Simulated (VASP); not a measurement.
# Li (P1) in VASP: relaxation of cell and atoms with PBE+D3(BJ)

Aim: the relaxation of cell and atoms of Li with PBE+D3(BJ).

Everything below comes from runs of VASP 6.6.1. Logs are shortened: lines on timing, memory, paths and dates and some standing lists are left out, and cuts for length are marked.

## Step 1: The cell of the first run

The typed cell holds 4 atoms: a = 4.177 Å, b = 4.177 Å, c = 4.177 Å, α = 90.00°, β = 90.00°, γ = 90.00°.

## Step 2: Relaxation of cell and atoms, PBE+D3(BJ) (all atoms moved at random, sigma 0.25 Å a component)

Input file INCAR:

```
SYSTEM = Li
PREC     = Accurate       ! precision mode
ENCUT    = 600            ! plane-wave cutoff, eV
EDIFF    = 1E-6           ! SCF threshold, eV
ISMEAR   = 0              ! smearing method
SIGMA    = 0.15           ! smearing width, eV
LREAL    = .FALSE.        ! projectors in reciprocal space
LASPH    = .TRUE.         ! aspherical terms in the spheres
NELM     = 100            ! most SCF steps
ALGO     = Normal         ! electronic algorithm
ISIF     = 3              ! what is computed and relaxed
LWAVE    = .FALSE.        ! write WAVECAR
LCHARG   = .FALSE.        ! write CHGCAR
GGA      = PE             ! functional
IVDW     = 12             ! dispersion correction
IBRION   = 2              ! ionic algorithm
NSW      = 100            ! ionic steps
EDIFFG   = -0.01          ! ionic threshold
```

Input file KPOINTS:

```
regular mesh
0
G
  8 8 8
  0 0 0
```

Input file POSCAR:

```
Li
1.0
    4.1769653562      0.0000000000      0.0000000000
    0.0000000000     -4.1769653562      0.0000000000
    0.0000000000      0.0000000000     -4.1769653562
Li
4
Direct
    0.0166240008      0.4281481333      0.5049414667
    0.5256080770      0.0210627968      0.5200559436
    0.4713786372      0.5403895044     -0.0582888704
   -0.0136107149      0.0103995655      0.0332914601
```

Potentials or basis: VASP PAW PBE potentials, release 64 (Li_sv).

Run with:

```bash
cat potpaw_PBE.64/Li_sv/POTCAR > POTCAR
mpirun -np 1 vasp_std > vasp.out
```

OUTCAR:

```text
SYSTEM = Li
   PREC = Accurate
   ENCUT = 600
   EDIFF = 1E-6
   ISMEAR = 0
   LREAL = .FALSE.
   LASPH = .TRUE.
   NELM = 100
   ISIF = 3
   GGA = PE
   IVDW = 12
   IBRION = 2
   NSW = 100
   EDIFFG = -0.01
 IVDW          = 12

 ion  position               nearest neighbor table
   1  0.017  0.428  0.505-
   2  0.526  0.021  0.520-
   3  0.471  0.540  0.942-
   4  0.986  0.010  0.033-

  LATTYP: Found a simple cubic cell.
 ALAT       =     4.1769653562

  Lattice vectors:

 A1 = (   4.1769653562,   0.0000000000,   0.0000000000)
 A2 = (   0.0000000000,  -4.1769653562,   0.0000000000)
 A3 = (   0.0000000000,   0.0000000000,  -4.1769653562)

Analysis of symmetry for initial positions (statically):
=====================================================================
 Subroutine PRICEL returns:
 Original cell was already a primitive cell.

 Routine SETGRP: Setting up the symmetry group for a
 simple cubic supercell.

 Subroutine GETGRP returns: Found  1 space group operations
 (whereof  1 operations were pure point group operations)
 out of a pool of 48 trial point group operations.

The static configuration has the point symmetry C_1 .

Analysis of symmetry for dynamics (positions and initial velocities):
=====================================================================
 Subroutine PRICEL returns:
 Original cell was already a primitive cell.

 Routine SETGRP: Setting up the symmetry group for a
 simple cubic supercell.

 Subroutine GETGRP returns: Found  1 space group operations
 (whereof  1 operations were pure point group operations)
 out of a pool of 48 trial point group operations.

The dynamic configuration has the point symmetry C_1 .

 Subroutine INISYM returns: Found  1 space group operations
 (whereof  1 operations are pure point group operations),
 and found     1 'primitive' translations

----------------------------------------------------------------------------------------

                                     Primitive cell

  volume of cell :      72.8757

  direct lattice vectors                    reciprocal lattice vectors
     4.176965356  0.000000000  0.000000000     0.239408258  0.000000000  0.000000000
     0.000000000 -4.176965356  0.000000000     0.000000000 -0.239408258  0.000000000
     0.000000000  0.000000000 -4.176965356     0.000000000  0.000000000 -0.239408258

  length of vectors
     4.176965356  4.176965356  4.176965356     0.239408258  0.239408258  0.239408258

  position of ions in fractional coordinates (direct lattice)
     0.016624001  0.428148133  0.504941467
     0.525608077  0.021062797  0.520055944
     0.471378637  0.540389504  0.941711130
     0.986389285  0.010399566  0.033291460

  ion indices of the primitive-cell ions
   primitive index   ion index
                 1           1
                 2           2
                 3           3
                 4           4

----------------------------------------------------------------------------------------

 KPOINTS: regular mesh

Automatic generation of k-mesh.
 Grid dimensions read from file:
 generate k-points for:    8    8    8

 Generating k-lattice:

  Cartesian coordinates                     Fractional coordinates (reciprocal lattice)
     0.029926032  0.000000000  0.000000000     0.125000000  0.000000000  0.000000000
     0.000000000 -0.029926032  0.000000000     0.000000000  0.125000000  0.000000000
     0.000000000  0.000000000 -0.029926032     0.000000000  0.000000000  0.125000000

  Length of vectors
     0.029926032  0.029926032  0.029926032

  Shift w.r.t. Gamma in fractional coordinates (k-lattice)
     0.000000000  0.000000000  0.000000000

 Subroutine IBZKPT returns following result:
 ===========================================

 Found    260 irreducible k-points:

 Following reciprocal coordinates:
            Coordinates               Weight
  0.000000  0.000000  0.000000      1.000000
  0.125000  0.000000  0.000000      2.000000
  0.000000  0.125000  0.000000      2.000000
  0.000000  0.000000  0.125000      2.000000
  0.250000  0.000000  0.000000      2.000000
  0.000000  0.250000  0.000000      2.000000
[... 16 lines left out ...]
 -0.125000  0.250000  0.000000      2.000000
 -0.250000  0.000000  0.125000      2.000000
 [... further k-points ...]
   k-points           NKPTS =    260   k-points in BZ     NKDIM =    260   number of bands    NBANDS=     10
   number of dos      NEDOS =    301   number of ions     NIONS =      4
   total plane-waves  NPLWV =  46656
   dimension x,y,z NGX =    36 NGY =   36 NGZ =   36
   dimension x,y,z NGXF=    72 NGYF=   72 NGZF=   72
   ions per type =               4
   NGX,Y,Z   is equivalent  to a cutoff of  14.33, 14.33, 14.33 a.u.
   NGXF,Y,Z  is equivalent  to a cutoff of  28.66, 28.66, 28.66 a.u.
 SYSTEM =  Li
   PREC   = accura    normal or accurate (medium, high low for compatibility)
   ISTART =      0    job   : 0-new  1-cont  2-samecut
   ICHARG =      2    charge: 1-file 2-atom 10-const
   ISPIN  =      1    spin polarized calculation?
   LNONCOLLINEAR =      F non collinear calculations
   LSORBIT =      F    spin-orbit coupling
   LASPH  =      T    aspherical Exc in radial PAW
   ENCUT  =  600.0 eV  44.10 Ry    6.64 a.u.   8.34  8.34  8.34*2*pi/ulx,y,z
   NELM   =    100;   NELMIN=  2; NELMDL= -5     # of ELM steps
   EDIFF  = 0.1E-05   stopping-criterion for ELM
   LREAL  =      F    real-space projection
   EDIFFG = -.1E-01   stopping-criterion for IOM
   NSW    =    100    number of steps for IOM
   IBRION =      2    ionic relax: 0-MD 1-quasi-New 2-CG
   NFREE  =      1    steps in history (QN), initial steepest desc. (CG)
   ISIF   =      3    stress and relaxation
   ISYM   =      2    0-nonsym 1-usesym 2-fastsym
   POTIM  = 0.5000    time-step for ionic-motion
   TEBEG  =    0.0;   TEEND  =   0.0 temperature during run
   PSTRESS=    0.0 pullay stress
   NELECT =      12.0000    total number of electrons
   NUPDOWN=      -1.0000    fix difference up-down
   EMIN   =  10.00;   EMAX   =-10.00  energy-range for DOS
   EFERMI =   0.00;   METHOD = LEGACY
   ISMEAR =     0;   SIGMA  =   0.15  broadening in eV -4-tet -1-fermi 0-gaus
   EFERMI_NEDOS =   21; number of points for ismear=-14 and -15
   IALGO  =     38    algorithm
   IMIX   =      4    mixing-type and parameters
     AMIX     =   0.40;   BMIX     =  1.00
     AMIX_MAG =   1.60;   BMIX_MAG =  1.00
  volume/ion in A,a.u.               =      18.22       122.95
  Fermi-wavevector in a.u.,A,eV,Ry     =   0.897307  1.695664 10.954864  0.805160
  Thomas-Fermi vector in A             =   2.019875
   LORBIT       =      0    0 simple, 1 ext, 2 COOP (PROOUT), +10 PAW based schemes
   GGA     = PE    functional components
   LHFCALC =     F    Hartree Fock is set to
   AEXX    =    0.0000 exact exchange contribution
   IVDW    =    12    specifies the selected vdW correction
   LEPSILON=     F    determine dielectric tensor
   LRPA    =     F    only Hartree local field effects (RPA)
 conjugate gradient relaxation of ions
 non-spin polarized calculation
 Gauss-broadening in eV      SIGMA  =   0.15
  energy-cutoff  :      600.00
  volume of cell :       72.88
 maximum number of plane-waves:      2469
 NGX is ok and might be reduce to    36
   NGX = 17   NGY = 17   NGZ = 17

--------------------------------------- Ionic step        1  -------------------------------------------

 number of electron      12.0000003 magnetization

 Free energy of the ion-electron system (eV)
  ---------------------------------------------------
  ext. energy  EPLUGINS =         0.00000000
  ---------------------------------------------------
  free energy    TOTEN  =        -7.35806965 eV

  energy without entropy =       -7.33721358  energy(sigma->0) =       -7.34764162

------------------------ aborting loop because EDIFF is reached ----------------------------------------

 Edisp (eV)   -0.75417

 E8    (eV) :    -0.3141

  FORCE on cell =-STRESS in cart. coord.  units (eV):
  Direction    XX          YY          ZZ          XY          YZ          ZX
  --------------------------------------------------------------------------------------
  -------------------------------------------------------------------------------------
  Total       0.18110     0.02421     0.12726    -0.30035     0.32690     0.00866
  in kB       3.98152     0.53231     2.79787    -6.60311     7.18702     0.19042
  external pressure =        2.44 kB  Pullay stress =        0.00 kB
[... 103 lines left out ...]
  FREE ENERGIE OF THE ION-ELECTRON SYSTEM (eV)
  ---------------------------------------------------
  free  energy   TOTEN  =        -8.2588726341 eV

  energy  without entropy=       -8.2385959293  energy(sigma->0) =       -8.24873428

[... ionic steps 4 to 10 ...]

--------------------------------------- Ionic step       11  -------------------------------------------

 number of electron      12.0000026 magnetization

------------------------ aborting loop because EDIFF is reached ----------------------------------------

 Edisp (eV)   -0.75836

 E8    (eV) :    -0.3153
[... 73 lines left out ...]
  energy  without entropy=       -8.3327288625  energy(sigma->0) =       -8.34098761

--------------------------------------- Ionic step       13  -------------------------------------------

 number of electron      12.0000027 magnetization

 Free energy of the ion-electron system (eV)
  ---------------------------------------------------
  ext. energy  EPLUGINS =         0.00000000
  ---------------------------------------------------
  free energy    TOTEN  =        -7.59077566 eV

  energy without entropy =       -7.57441766  energy(sigma->0) =       -7.58259666

 E-fermi :   0.9587     XC(G=0):  -7.3294

 val. band max:        0.9448507888   @ k =   0.0000   0.2500   0.0000
 cond. band min:       1.0231550277   @ k =  -0.3750   0.3750   0.3750
 fundamental gap:      0.0783042389
 Fermi energy:         0.9587393925

 k-point     1 :       0.0000    0.0000    0.0000
  band No.  band energies     occupation
      1     -45.3770      2.00000
      2     -45.3412      2.00000
      3     -45.3404      2.00000
      4     -45.3380      2.00000
      5      -2.7448      2.00000
      6       2.3964      0.00000
      7       2.4943      0.00000
      8       2.8493      0.00000
      9       5.9186      0.00000
     10       6.0148      0.00000
[... 287 lines left out ...]
 k-point    24 :      -0.2500    0.0000    0.1250
  band No.  band energies     occupation
      1     -45.3704      2.00000
      2     -45.3460      2.00000
      3     -45.3411      2.00000
      4     -45.3385      2.00000
      5      -2.2703      2.00000
      6       0.7846      1.89932
      7       2.2981      0.00000
      8       3.4996      0.00000
      9       5.2686      0.00000
     10       6.7505      0.00000

 [... further k-points ...]

------------------------ aborting loop because EDIFF is reached ----------------------------------------

 Edisp (eV)   -0.75862

 E8    (eV) :    -0.3154

  FORCE on cell =-STRESS in cart. coord.  units (eV):
  Direction    XX          YY          ZZ          XY          YZ          ZX
  --------------------------------------------------------------------------------------
  -------------------------------------------------------------------------------------
  Total       0.00785    -0.02693     0.01959     0.00163    -0.00289     0.01287
  in kB       0.17391    -0.59671     0.43406     0.03617    -0.06404     0.28519
  external pressure =        0.00 kB  Pullay stress =        0.00 kB
[... 19 lines left out ...]
  FREE ENERGIE OF THE ION-ELECTRON SYSTEM (eV)
  ---------------------------------------------------
  free  energy   TOTEN  =        -8.3493939194 eV

  energy  without entropy=       -8.3330359196  energy(sigma->0) =       -8.34121492

 reached required accuracy - stopping structural energy minimisation
```

It took 10 min on 1 thread of Intel Xeon Platinum 8488C (Sapphire Rapids), shared host; peak memory 0.33 GiB.

Results:

```
Free energy                            : -8.3494 eV
Relaxed volume                         : 18.08 Å³/atom
Relaxed cell                           : a = 4.221 Å, b = 4.088 Å, c = 4.191 Å, α = 89.98°, β = 89.90°, γ = 89.99°
Space group after relaxing (to 0.05 Å) : I4/mmm (No. 139)
Energy gained by relaxing              : 59.3 meV/atom
Ionic steps                            : 13
Pressure after relaxing                : 0.0 GPa
Largest force after relaxing           : 0.004 eV/Å
Band gap on the k mesh                 : zero (band 6 reaches 2.40 eV, above the bottom of band 7 at 0.34 eV)
Dispersion energy per atom             : -0.190 eV
```

Forces on the atoms (eV/Å):
```
Li  -0.002  0.003  0.002
Li   0.001 -0.002 -0.001
Li   0.001  0.001  0.000
Li   0.000 -0.002 -0.001
```

The path:
```tsv
step	energy change (eV)	largest force (eV/Å)	pressure (GPa)	volume (Å³)
1	0.0000	0.6505	0.24	72.88
2	-0.0484	0.5628	0.09	73.17
3	-0.1466	0.3534	-0.26	74.02
4	-0.1523	0.3195	-0.50	75.62
5	-0.1788	0.2728	-0.46	74.90
6	-0.2025	0.2026	-0.26	73.75
7	-0.2276	0.1073	0.27	71.12
8	-0.2277	0.1109	0.32	70.92
9	-0.2351	0.0553	0.10	71.86
10	-0.2363	0.0274	-0.02	72.40
11	-0.2368	0.0183	0.00	72.34
12	-0.2370	0.0121	0.01	72.26
13	-0.2372	0.0042	0.00	72.31
```

Final structure:
```xyz
4
Lattice="4.2209 0.0002 -0.0038 0.0011 -4.0879 -0.0011 0.0037 -0.0005 -4.1908" Properties=species:S:1:pos:R:3 pbc="T T T"
Li    0.0032   -2.0452   -2.0970
Li    2.1130   -4.0875   -2.0975
Li    2.1145   -2.0444   -4.1931
Li    4.2255   -4.0877   -4.1955
```

Levels at points of the mesh, in eV from the Fermi level:
| k point | band 4 | band 5 | band 6 | band 7 | band 8 | band 9 |
| --- | --- | --- | --- | --- | --- | --- |
| (0.00, 0.00, 0.00) | -46.30 | -3.70 | 1.44 | 1.54 | 1.89 | 4.96 |
| (0.50, 0.00, 0.00) | -46.30 | -2.18 | -2.18 | 3.60 | 3.60 | 3.96 |
| (0.00, 0.50, 0.00) | -46.30 | -2.07 | -2.07 | 3.64 | 3.65 | 3.74 |
| (0.00, 0.00, 0.50) | -46.30 | -2.15 | -2.15 | 3.54 | 3.54 | 3.99 |
| (0.50, 0.50, 0.00) | -46.31 | -0.55 | -0.55 | -0.55 | -0.55 | 5.80 |
| (0.00, 0.50, 0.50) | -46.31 | -0.54 | -0.53 | -0.53 | -0.53 | 5.73 |
| (0.50, 0.00, 0.50) | -46.31 | -0.63 | -0.63 | -0.62 | -0.62 | 6.04 |
| (0.50, 0.50, 0.50) | -46.31 | -0.07 | -0.07 | -0.06 | -0.06 | 3.31 |

Caveat: the cell differs from its parent crystal (all atoms moved at random, sigma 0.25 Å a component); the cutoff is under 1.25 times the usual one of these potentials, so pressure, stress and relaxed cells hold a basis-set (Pulay) error; pairwise dispersion overbinds metals, which lowers pressure and volume.
